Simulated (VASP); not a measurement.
# BP (P6_3/mmc) in VASP: a series of runs, part 2 of 2

VASP 6.6.1.

### Step 4. Single point, r2SCAN

This run uses another cell than the first one, of 18.77 Å³/atom.

Input file POSCAR:

```
BP
1.0
    3.2040749564      0.0000000000      0.0000000000
   -1.6020374782      2.7748103079      0.0000000000
    0.0000000000      0.0000000000      8.4454544563
B P
2 2
Direct
    0.3333333333      0.6666666667      0.2500000000
    0.6666666667      0.3333333333      0.7500000000
    0.3333333333      0.6666666667      0.7500000000
    0.6666666667      0.3333333333      0.2500000000
```

Input file INCAR.step1:

```
ALGO = Normal
EDIFF = 1E-4
ENCUT = 520
GGA = PE
ISMEAR = 0
LASPH = True
LCHARG = False
LREAL = False
LWAVE = True
NBANDS = 16
NELM = 80
PREC = Accurate
SIGMA = 0.02
```

Input file INCAR.step2:

```
ALGO = Normal
EDIFF = 1E-6
ENCUT = 520
ISIF = 2
ISMEAR = 0
ISTART = 1
LASPH = True
LCHARG = True
LELF = True
LMIXTAU = True
LREAL = False
LVHAR = True
LWAVE = False
METAGGA = R2SCAN
NBANDS = 16
NELM = 80
PREC = Accurate
SIGMA = 0.02
```

Input file KPOINTS:

```
k-points
0
Gamma
  12 12 4
```

Potentials or basis: VASP PAW PBE potentials, release 64 (B, P).

The run is started by

```console
> cat potpaw_PBE.64/B/POTCAR potpaw_PBE.64/P/POTCAR > POTCAR
> cp INCAR.step1 INCAR
> mpirun -np 1 vasp_std > vasp.out
> cp INCAR.step2 INCAR
> mpirun -np 1 vasp_std > vasp.out
```

OUTCAR:

```text
EDIFF = 1E-6
   ENCUT = 520
   ISIF = 2
   ISMEAR = 0
   ISTART = 1
   LASPH = True
   LREAL = False
   METAGGA = R2SCAN
   NELM = 80
   PREC = Accurate

 ion  position               nearest neighbor table
   1  0.333  0.667  0.250-   4 1.85   4 1.85   4 1.85
   2  0.667  0.333  0.750-   3 1.85   3 1.85   3 1.85
   3  0.333  0.667  0.750-   2 1.85   2 1.85   2 1.85
   4  0.667  0.333  0.250-   1 1.85   1 1.85   1 1.85

  LATTYP: Found a hexagonal cell.
 ALAT       =     3.2040749564
 C/A-ratio  =     2.6358479659

  Lattice vectors:

 A1 = (   3.2040749564,   0.0000000000,   0.0000000000)
 A2 = (  -1.6020374782,   2.7748103079,   0.0000000000)
 A3 = (   0.0000000000,   0.0000000000,   8.4454544563)

Analysis of symmetry for initial positions (statically):
=====================================================================
 Subroutine PRICEL returns:
 Original cell was already a primitive cell.

 Routine SETGRP: Setting up the symmetry group for a
 hexagonal supercell.
[... 173 lines left out ...]

 E-fermi :   2.5228     XC(G=0):  -8.8471

 val. band max:        2.3808432556   @ k =   0.3333   0.3333   0.5000
 cond. band min:       3.4539425286   @ k =   0.3333   0.3333   0.5000
 fundamental gap:      1.0730992729
 Fermi energy:         2.5228316402

 k-point     1 :       0.0000    0.0000    0.0000
  band No.  band energies     occupation
      1     -12.1157      2.00000
      2     -11.9824      2.00000
      3      -2.5849      2.00000
      4      -1.3107      2.00000
      5       0.6317      2.00000
      6       0.6317      2.00000
[... 433 lines left out ...]
      3      -4.4526      2.00000
      4      -4.3930      2.00000
      5      -1.0814      2.00000
      6      -1.0501      2.00000
[... 8 lines left out ...]
     15      12.7790      0.00000
     16      12.8226      0.00000

 [... further k-points ...]

------------------------ aborting loop because EDIFF is reached ----------------------------------------

  FORCE on cell =-STRESS in cart. coord.  units (eV):
  Direction    XX          YY          ZZ          XY          YZ          ZX
  --------------------------------------------------------------------------------------
  -------------------------------------------------------------------------------------
  Total       -0.2369450     -0.2369450     -0.0250613      0.0000000     -0.0000000      0.0000000
  in kB       -5.0559085     -5.0559085     -0.5347556      0.0000000     -0.0000000      0.0000000
  external PRESSURE =      -3.5488575 kB  Pullay stress =       0.0000000 kB

 VOLUME and BASIS-vectors are now :
 -----------------------------------------------------------------------------
  energy-cutoff  :      520.00
  volume of cell :       75.09
      direct lattice vectors                 reciprocal lattice vectors
     3.204074956  0.000000000  0.000000000     0.312102561  0.180192498  0.000000000
    -1.602037478  2.774810308  0.000000000     0.000000000  0.360384995  0.000000000
     0.000000000  0.000000000  8.445454456     0.000000000  0.000000000  0.118406890

 POSITION                                       TOTAL-FORCE (eV/Angst)
 -----------------------------------------------------------------------------------
     -0.00000      1.84987      2.11136         0.000000     -0.000000      0.000000
      1.60204      0.92494      6.33409        -0.000000      0.000000      0.000000
     -0.00000      1.84987      6.33409         0.000000      0.000000      0.000000
      1.60204      0.92494      2.11136        -0.000000      0.000000      0.000000
 -----------------------------------------------------------------------------------
    total drift:                               -0.000000      0.000000     -0.000000

  FREE ENERGIE OF THE ION-ELECTRON SYSTEM (eV)
  ---------------------------------------------------
  free  energy   TOTEN  =       -33.0191426211 eV

  energy  without entropy=      -33.0191426211  energy(sigma->0) =      -33.01914262
```

Wall time 3.5 min (1 thread of Intel Xeon 8259CL, shared host); peak memory 0.22 GiB.

Results:

- Free energy: -33.0191 eV
- Pressure: -0.4 GPa
- Band gap on the k mesh: 1.07 eV

Levels at points of the mesh, in eV from the valence-band top:
| k point | band 4 | band 5 | band 6 | band 7 | band 8 | band 9 | band 10 | band 11 | band 12 | band 13 |
| --- | --- | --- | --- | --- | --- | --- | --- | --- | --- | --- |
| (0.00, 0.00, 0.00) | -3.69 | -1.75 | -1.75 | -1.72 | -1.72 | 3.59 | 4.99 | 4.99 | 5.07 | 5.07 |
| (0.50, 0.00, 0.00) | -8.78 | -3.86 | -3.81 | -1.55 | -0.59 | 1.13 | 2.30 | 3.11 | 3.29 | 7.78 |
| (0.00, 0.00, 0.50) | -4.40 | -1.73 | -1.73 | -1.73 | -1.73 | 5.03 | 5.03 | 5.03 | 5.03 | 5.33 |
| (0.50, 0.00, 0.50) | -8.82 | -3.84 | -3.84 | -1.10 | -1.10 | 1.62 | 1.62 | 3.20 | 3.20 | 8.94 |

Caveat: the PAW data sets were made with another functional, which shifts forces and pressure a little. A k mesh can miss the band edges.

### Step 5. Relaxation of cell and atoms, r2SCAN

Input file POSCAR:

```
BP
1.0
    2.8465018389      0.0000000000      0.0000000000
   -1.4232509195      2.4651429044      0.0000000000
    0.0000000000      0.0000000000      7.8241410264
B P
2 2
Direct
    0.3333333333      0.6666666667      0.2500000000
    0.6666666667      0.3333333333      0.7500000000
    0.3333333333      0.6666666667      0.7500000000
    0.6666666667      0.3333333333      0.2500000000
```

Input file INCAR.step1:

```
SYSTEM = BP
PREC     = Accurate       ! precision mode
ENCUT    = 600            ! plane-wave cutoff, eV
ISMEAR   = 0              ! smearing method
SIGMA    = 0.1            ! smearing width, eV
LREAL    = .False.        ! projectors in reciprocal space
LASPH    = .True.         ! aspherical terms in the spheres
NELM     = 100            ! most SCF steps
GGA      = PE             ! functional
ALGO     = Normal         ! electronic algorithm
EDIFF    = 1E-4           ! SCF threshold, eV
LWAVE    = .True.         ! write WAVECAR
LCHARG   = .False.        ! write CHGCAR
```

Input file INCAR.step2:

```
SYSTEM = BP
PREC     = Accurate       ! precision mode
ENCUT    = 600            ! plane-wave cutoff, eV
EDIFF    = 1E-7           ! SCF threshold, eV
ISMEAR   = 0              ! smearing method
SIGMA    = 0.1            ! smearing width, eV
LREAL    = .False.        ! projectors in reciprocal space
LASPH    = .True.         ! aspherical terms in the spheres
NELM     = 100            ! most SCF steps
ALGO     = Normal         ! electronic algorithm
ISIF     = 3              ! what is computed and relaxed
LWAVE    = .False.        ! write WAVECAR
LCHARG   = .False.        ! write CHGCAR
METAGGA  = R2SCAN         ! meta-GGA
LMIXTAU  = .True.       
IBRION   = 2              ! ionic algorithm
NSW      = 80             ! ionic steps
EDIFFG   = -0.05          ! ionic threshold
ISTART   = 1
```

Input file KPOINTS:

```
regular mesh
0
Gamma
  12 12 4
  0 0 0
```

The run is started by

```console
> cat potpaw_PBE.64/B/POTCAR potpaw_PBE.64/P/POTCAR > POTCAR
> cp INCAR.step1 INCAR
> mpirun -np 1 vasp_std > vasp.out
> cp INCAR.step2 INCAR
> mpirun -np 1 vasp_std > vasp.out
```

It took 29 min on 1 thread of Intel Xeon 8259CL, shared host; peak memory 0.23 GiB.

The run converged. Its results:

```yaml
Free_energy: -33.0152 eV
Relaxed_volume: 18.81 Å³/atom
Relaxed_cell: a = 3.202 Å, b = 3.202 Å, c = 8.472 Å, α = 90.00°, β = 90.00°, γ = 120.00°
Space_group_after_relaxing_to_0.1_Å: P6_3/mmc (No. 194)
Pressure_after_relaxing: -0.2 GPa
Band_gap_on_the_k_mesh: 1.07 eV
```

Stress tensor (GPa, compression positive):
```
-0.20  0.00  0.00
 0.00 -0.20  0.00
 0.00  0.00 -0.07
```

Final structure:
```cif
data_structure
_symmetry_space_group_name_H-M 'P 1'
_symmetry_Int_Tables_number 1
_cell_length_a 3.2020
_cell_length_b 3.2020
_cell_length_c 8.4718
_cell_angle_alpha 90.000
_cell_angle_beta 90.000
_cell_angle_gamma 120.000
_cell_volume 75.22
loop_
_atom_site_label
_atom_site_type_symbol
_atom_site_fract_x
_atom_site_fract_y
_atom_site_fract_z
_atom_site_occupancy
B1 B 0.33333 0.66667 0.25000 1
B2 B 0.66667 0.33333 0.75000 1
P1 P 0.33333 0.66667 0.75000 1
P2 P 0.66667 0.33333 0.25000 1
```

Levels at points of the mesh, in eV from the valence-band top:
| k point | band 6 | band 7 | band 8 | band 9 | band 10 | band 11 |
| --- | --- | --- | --- | --- | --- | --- |
| (0.00, 0.00, 0.00) | -1.75 | -1.72 | -1.72 | 3.57 | 5.00 | 5.00 |
| (0.50, 0.00, 0.00) | -3.82 | -1.54 | -0.60 | 1.13 | 2.29 | 3.12 |
| (0.00, 0.00, 0.50) | -1.73 | -1.73 | -1.73 | 5.03 | 5.03 | 5.03 |
| (0.50, 0.00, 0.50) | -3.84 | -1.10 | -1.10 | 1.62 | 1.62 | 3.20 |

Caveat: the volume moved by over 15 % at a fixed basis, so the end points are rough; the PAW data sets were made with another functional, which shifts forces and pressure a little. A k mesh can miss the band edges.

### Step 6. The runs side by side

| task | cell | k mesh | cutoff (eV) | smearing | gap on the mesh (eV) | pressure (GPa) |
| --- | --- | --- | --- | --- | --- | --- |
| single point | a = 2.847, b = 2.847, c = 7.824 Å, angles 90.0, 90.0, 120.0°, 4 atoms | 6 × 6 × 4 | 520 | gaussian 0.1 eV | 0.30 | 64.7 |
| single point | a = 3.203, b = 3.203, c = 8.357 Å, angles 90.0, 90.0, 120.0°, 4 atoms | 12 × 12 × 4 | 520 | gaussian 0.1 eV | 1.07 | -0.2 |
| single point | a = 3.204, b = 3.204, c = 8.445 Å, angles 90.0, 90.0, 120.0°, 4 atoms | 12 × 12 × 4 | 520 | gaussian 0.02 eV | 1.07 | -0.4 |
| relaxation of cell and atoms | relaxed from a = 2.847, b = 2.847, c = 7.824 Å, angles 90.0, 90.0, 120.0°, 4 atoms | 12 × 12 × 4 | 600 | gaussian 0.1 eV | 1.07 | -0.2 |

Alike in all rows: level r2SCAN; potentials or basis VASP PAW PBE potentials, release 64 (B, P); no spin polarisation.

Caveats: some runs use coarse meshes; the PAW data sets were made with another functional, which shifts forces and pressure a little; the volume moved by over 15 % at a fixed basis, so the end points are rough (at least some runs).

Total energies depend on the potentials used, so only differences within one code and one set of settings carry meaning.
